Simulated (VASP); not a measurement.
Set up this calculation in VASP 6.6.1, as the native input.

```
Task                   : relaxation of cell and atoms
Functional             : PBE
Potentials or basis    : VASP PAW PBE potentials, release 64 (In_d, Sb, As)
Cutoff                 : 600 eV
k mesh                 : 6 × 4 × 1
Occupations            : gaussian, width 0.1 eV
Spin                   : no spin polarisation
Dipole correction      : no
Further INCAR settings : ALGO = Normal; EDIFF = 1e-06; IBRION = 2; EDIFFG = -0.04; NSW = 90; ISIF = 3
```

The structure of In5Sb3As2 lies in POSCAR:

```
In5Sb3As2
1.0
    2.9728430000      0.0000000000      0.0000000000
    0.0000000000      5.7216281600      0.0000000000
    0.0000000000      0.0000000000     15.6127730100
In Sb As
5 3 2
Direct
    0.0000000000      0.0000000000      0.0000000000
    0.0000000000      0.0000000000      0.2000000000
    0.0000000000      0.0000000000      0.4000000000
    0.0000000000      0.0000000000      0.6000000000
    0.0000000000      0.0000000000      0.8000000000
    0.0000000000      0.5000000000      0.1500000000
    0.0000000000      0.5000000000      0.3500000000
    0.0000000000      0.5000000000      0.9500000000
    0.0000000000      0.5000000000      0.5500000000
    0.0000000000      0.5000000000      0.7500000000
```

These files were run (other wordings do the same):

INCAR

```
PREC = Accurate ; ENCUT = 600
EDIFF = 1E-6 ; ISMEAR = 0
SIGMA = 0.1 ; LREAL = F
LASPH = T ; NELM = 80
ALGO = Normal ; ISIF = 3
LWAVE = F ; LCHARG = F
GGA = PE ; IBRION = 2
NSW = 90 ; EDIFFG = -0.04
```

KPOINTS

```
Automatic mesh
0
Gamma
  6 4 1
```

Potentials or basis: VASP PAW PBE potentials, release 64 (In_d, Sb, As).

The run is started by

```bash
$ cat potpaw_PBE.64/In_d/POTCAR potpaw_PBE.64/Sb/POTCAR potpaw_PBE.64/As/POTCAR > POTCAR
$ mpirun -np 1 vasp_std > vasp.out
```

Results of the run:

- Relaxed volume: 27.12 Å³/atom
- Relaxed cell: a = 2.949 Å, b = 5.287 Å, c = 17.398 Å, α = 90.00°, β = 90.00°, γ = 90.00°
- Space group after relaxing (to 0.1 Å): Pmm2 (No. 25)
- Energy gained by relaxing: 106.0 meV/atom
- Ionic steps: 52
- Pressure after relaxing: 0.0 GPa
- Largest force after relaxing: 0.029 eV/Å
- Band gap on the k mesh: zero (bands 45 and 46 overlap by 2.06 eV)

Caveat: the k points lie up to 0.36 Å⁻¹ apart in the final cell, too coarse for converged energies and pressures of a metal; spin-orbit coupling is left out, which moves the levels of the heavy elements.

It took 90 min on 1 thread of Intel(R) Xeon(R) 6975P-C (Granite Rapids) (shared host), peak memory 0.55 GiB.
